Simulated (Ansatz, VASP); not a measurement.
# P: VASP beside Ansatz

```xyz
2
Lattice="2.7756 0.0000 0.0000 -1.3878 2.4037 0.0000 0.0000 0.0000 4.4965" Properties=species:S:1:pos:R:3 pbc="T T T"
P    -0.2498    1.4583    0.7194
P     1.6376    0.9455    3.7771
```

Change from the starting cell: shortest bond scaled by 0.64, PAW files.

Alike in both runs: task electric field gradients; functional r2SCAN; k mesh 12 × 12 × 7; occupations fermi-dirac, width 0.05 eV; no spin polarisation.

|  | VASP | Ansatz |
| --- | --- | --- |
| version | VASP 6.6.1 | Ansatz 0.2.0 |
| potentials or method | VASP PAW PBE potentials, release 64 (P) | PAW with Ansatz's default frozen-core files, scalar-relativistic |
| plane-wave cutoff (eV) | 520 | 500 |
| valence electrons in the cell | 10 | 10 |

VASP gave:

- pressure (GPa): 50.1
- traceless stress, the component that is largest in VASP (GPa): 45.60
- rms of the force components (eV/Å): 6.688
- size of Vzz on the site where it differs most (V/Å²): 142.8

Problem. Estimate Ansatz's values.

Solution. Pressure (GPa): 51.6; traceless stress, the component that is largest in VASP (GPa): 47.23; rms of the force components (eV/Å): 6.948; size of Vzz on the site where it differs most (V/Å²): 134.1.

VASP's potentials were made for PBE, not for r2SCAN. Atom by atom the forces differ by 0.261 eV/Å (rms over components). Both programs put the cell under a high pressure, so it lies far from rest at this level. The functional is the same, so the differences come from potentials, cutoffs and numerics.
